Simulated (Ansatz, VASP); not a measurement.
# One calculation of Os, two programs

```xyz
1
Lattice="0.0000 1.9013 1.9013 1.9013 0.0000 1.9013 1.9013 1.9013 0.0000" Properties=species:S:1:pos:R:3 pbc="T T T"
Os    0.0000    0.0000    0.0000
```

Alike in both runs: functional LDA; k mesh 19 × 19 × 19; occupations fermi-dirac, width 0.08 eV; no spin polarisation.

Ansatz relaxed the structure, and its values are those at the end. VASP's run is a single point on that final structure, the one shown.

|  | VASP | Ansatz |
| --- | --- | --- |
| version | VASP 6.6.1 | Ansatz 0.2.0 |
| potentials or method | VASP PAW LDA potentials, release 64 (Os) | PAW with Ansatz's default frozen-core files, scalar-relativistic |
| plane-wave cutoff (eV) | 520 | 420 |
| valence electrons in the cell | 8 | 16 |

|  | VASP | Ansatz | Ansatz less VASP |
| --- | --- | --- | --- |
| pressure (GPa) | 1.0 | 0.0 | -1.04 |

LDA's correlation is that of Perdew and Zunger in VASP and of Perdew and Wang (1992) in Ansatz. VASP's potentials hold 8 valence electrons a cell and Ansatz's 16, so a difference there can come from the potentials and not from the codes.

Neither program's run includes spin-orbit coupling.
